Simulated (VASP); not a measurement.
# RbRu2 (P-3m1) in VASP: further runs

The runs below take RbRu2 through single point, relaxation of cell and atoms, with PBE.

Everything below comes from runs of VASP 6.6.1. Logs are shortened: lines on timing, memory, paths and dates and some standing lists are left out, and cuts for length are marked.

## Step 1: The cell of the first run

Symmetry: P-3m1, No. 164, trigonal system. Conventional cell: a = 3.800 Å, b = 3.800 Å, c = 6.553 Å, α = 90.00°, β = 90.00°, γ = 120.00°. Within 4.7 Å of Rb (site symmetry -3m) lie 12 Ru at 3.60 to 4.30 Å and 6 Rb at 3.80 Å. Within 3.1 Å of Ru (site symmetry 3m) lie 3 Ru at 2.35 Å.

## Step 2: Single point, PBE

File INCAR:

```
PREC = Accurate
ENCUT = 520
EDIFF = 1E-6
ISMEAR = 0
SIGMA = 0.1
LREAL = F
LASPH = T
NELM = 80
ALGO = Fast
ISIF = 2
LWAVE = F
LCHARG = F
GGA = PE
NBANDS = 26
```

File KPOINTS:

```
regular mesh
0
Gamma
  6 6 4
```

File POSCAR:

```
RbRu2
1.0
    3.8000417827      0.0000000000      0.0000000000
   -1.9000208914      3.2909327193      0.0000000000
    0.0000000000      0.0000000000      6.5525720220
Rb Ru
1 2
Direct
    0.0000000000      0.0000000000      0.0000000000
    0.3333333333      0.6666666667      0.4350039306
    0.6666666667      0.3333333333      0.5649960694
```

Potentials or basis: VASP PAW PBE potentials, release 64 (Rb_sv, Ru_pv).

Command:

```
$ cat potpaw_PBE.64/Rb_sv/POTCAR potpaw_PBE.64/Ru_pv/POTCAR > POTCAR
$ mpirun -np 1 vasp_std > vasp.out
```

OUTCAR:

```text
PREC = Accurate
   ENCUT = 520
   EDIFF = 1E-6
   ISMEAR = 0
   LREAL = F
   LASPH = T
   NELM = 80
   ISIF = 2
   GGA = PE

 ion  position               nearest neighbor table
   1  0.000  0.000  0.000-   2 3.60   3 3.60   3 3.60   2 3.60   3 3.60   2 3.60   3 4.30   2 4.30
                             3 4.30   2 4.30   3 4.30   2 4.30
   2  0.333  0.667  0.435-   3 2.35   3 2.35   3 2.35   1 3.60   1 3.60   1 3.60   1 4.30   1 4.30
                             1 4.30
   3  0.667  0.333  0.565-   2 2.35   2 2.35   2 2.35   1 3.60   1 3.60   1 3.60   1 4.30   1 4.30
                             1 4.30

  LATTYP: Found a hexagonal cell.
 ALAT       =     3.8000417827
 C/A-ratio  =     1.7243420985

  Lattice vectors:

 A1 = (   3.8000417827,   0.0000000000,   0.0000000000)
 A2 = (  -1.9000208914,   3.2909327193,   0.0000000000)
 A3 = (   0.0000000000,   0.0000000000,   6.5525720220)

Analysis of symmetry for initial positions (statically):
=====================================================================
 Subroutine PRICEL returns:
 Original cell was already a primitive cell.

 Routine SETGRP: Setting up the symmetry group for a
 hexagonal supercell.

 Subroutine GETGRP returns: Found 12 space group operations
 (whereof 12 operations were pure point group operations)
 out of a pool of 24 trial point group operations.

The static configuration has the point symmetry D_3d.

Analysis of symmetry for dynamics (positions and initial velocities):
=====================================================================
 Subroutine PRICEL returns:
 Original cell was already a primitive cell.

 Routine SETGRP: Setting up the symmetry group for a
 hexagonal supercell.

 Subroutine GETGRP returns: Found 12 space group operations
 (whereof 12 operations were pure point group operations)
 out of a pool of 24 trial point group operations.

The dynamic configuration has the point symmetry D_3d.

 Subroutine INISYM returns: Found 12 space group operations
 (whereof 12 operations are pure point group operations),
 and found     1 'primitive' translations

----------------------------------------------------------------------------------------

                                     Primitive cell

  volume of cell :      81.9444

  direct lattice vectors                    reciprocal lattice vectors
     3.800041783  0.000000000  0.000000000     0.263155001  0.151932611  0.000000000
    -1.900020891  3.290932719  0.000000000     0.000000000  0.303865222  0.000000000
     0.000000000  0.000000000  6.552572022     0.000000000  0.000000000  0.152611829
[... 85 lines left out ...]
   EDIFF  = 0.1E-05   stopping-criterion for ELM
   LREAL  =      F    real-space projection
   EDIFFG = 0.1E-04   stopping-criterion for IOM
   NSW    =      0    number of steps for IOM
   IBRION =     -1    ionic relax: 0-MD 1-quasi-New 2-CG
   NFREE  =      0    steps in history (QN), initial steepest desc. (CG)
   ISIF   =      2    stress and relaxation
   ISYM   =      2    0-nonsym 1-usesym 2-fastsym
   POTIM  = 0.5000    time-step for ionic-motion
   TEBEG  =    0.0;   TEEND  =   0.0 temperature during run
   PSTRESS=    0.0 pullay stress
   NELECT =      37.0000    total number of electrons
   NUPDOWN=      -1.0000    fix difference up-down
   EMIN   =  10.00;   EMAX   =-10.00  energy-range for DOS
   EFERMI =   0.00;   METHOD = LEGACY
   ISMEAR =     0;   SIGMA  =   0.10  broadening in eV -4-tet -1-fermi 0-gaus
   EFERMI_NEDOS =   21; number of points for ismear=-14 and -15
   IALGO  =     68    algorithm
   IMIX   =      4    mixing-type and parameters
     AMIX     =   0.40;   BMIX     =  1.00
     AMIX_MAG =   1.60;   BMIX_MAG =  1.00
  volume/ion in A,a.u.               =      27.31       184.33
  Fermi-wavevector in a.u.,A,eV,Ry     =   1.255940  2.373383 21.461642  1.577386
  Thomas-Fermi vector in A             =   2.389673
   LORBIT       =      0    0 simple, 1 ext, 2 COOP (PROOUT), +10 PAW based schemes
   GGA     = PE    functional components
   LHFCALC =     F    Hartree Fock is set to
   AEXX    =    0.0000 exact exchange contribution
   IVDW    =     0    specifies the selected vdW correction
   LEPSILON=     F    determine dielectric tensor
   LRPA    =     F    only Hartree local field effects (RPA)
 non-spin polarized calculation
 RMM-DIIS sequential band-by-band and
 Gauss-broadening in eV      SIGMA  =   0.10
  energy-cutoff  :      520.00
  volume of cell :       81.94
 maximum number of plane-waves:      2227
   NGX = 15   NGY = 15   NGZ = 25

 number of electron      37.0000015 magnetization

 Free energy of the ion-electron system (eV)
  ---------------------------------------------------
  ext. energy  EPLUGINS =         0.00000000
  ---------------------------------------------------
  free energy    TOTEN  =       -16.10238621 eV

  energy without entropy =      -16.06795434  energy(sigma->0) =      -16.08517027

 E-fermi :   4.2955     XC(G=0):  -9.5503

 val. band max:        4.2903973545   @ k =   0.3333  -0.0000   0.0000
 cond. band min:       4.3016421112   @ k =   0.3333   0.1667   0.0000
 fundamental gap:      0.0112447567
 Fermi energy:         4.2955084416

 k-point     1 :       0.0000    0.0000    0.0000
  band No.  band energies     occupation
      1     -38.8269      2.00000
      2     -38.8269      2.00000
      3     -38.0329      2.00000
      4     -37.9585      2.00000
      5     -37.8569      2.00000
      6     -37.8569      2.00000
[... 685 lines left out ...]
     25       7.7798      0.00000
     26      10.8058      0.00000

------------------------ aborting loop because EDIFF is reached ----------------------------------------

  FORCE on cell =-STRESS in cart. coord.  units (eV):
  Direction    XX          YY          ZZ          XY          YZ          ZX
  --------------------------------------------------------------------------------------
  -------------------------------------------------------------------------------------
  Total        0.0798690      0.0798690      0.1014685     -0.0000000      0.0000000     -0.0000000
  in kB        1.5615986      1.5615986      1.9839127     -0.0000000      0.0000000     -0.0000000
  external PRESSURE =       1.7023700 kB  Pullay stress =       0.0000000 kB

 VOLUME and BASIS-vectors are now :
 -----------------------------------------------------------------------------
  energy-cutoff  :      520.00
  volume of cell :       81.94
      direct lattice vectors                 reciprocal lattice vectors
     3.800041783  0.000000000  0.000000000     0.263155001  0.151932611  0.000000000
    -1.900020891  3.290932719  0.000000000     0.000000000  0.303865222  0.000000000
     0.000000000  0.000000000  6.552572022     0.000000000  0.000000000  0.152611829

 POSITION                                       TOTAL-FORCE (eV/Angst)
 -----------------------------------------------------------------------------------
      0.00000      0.00000      0.00000         0.000000      0.000000      0.000000
     -0.00000      2.19396      2.85039        -0.000000      0.000000     -0.060778
      1.90002      1.09698      3.70218        -0.000000      0.000000      0.060778
 -----------------------------------------------------------------------------------
    total drift:                               -0.000000      0.000000     -0.000000

  FREE ENERGIE OF THE ION-ELECTRON SYSTEM (eV)
  ---------------------------------------------------
  free  energy   TOTEN  =       -16.1023862060 eV

  energy  without entropy=      -16.0679543431  energy(sigma->0) =      -16.08517027
```

It took 48 s on 1 thread of Intel Xeon Platinum 8488C (Sapphire Rapids), shared host; peak memory 0.21 GiB.

Results:

| Item | Value |
| --- | --- |
| Free energy | -16.1024 eV |
| Pressure | 0.2 GPa |
| Largest force | 0.061 eV/Å |

Forces in eV/Å, atoms in the order of the input:
```
Rb   0.000  0.000  0.000
Ru   0.000  0.000 -0.061
Ru   0.000  0.000  0.061
```

[end of part 1 of 2]
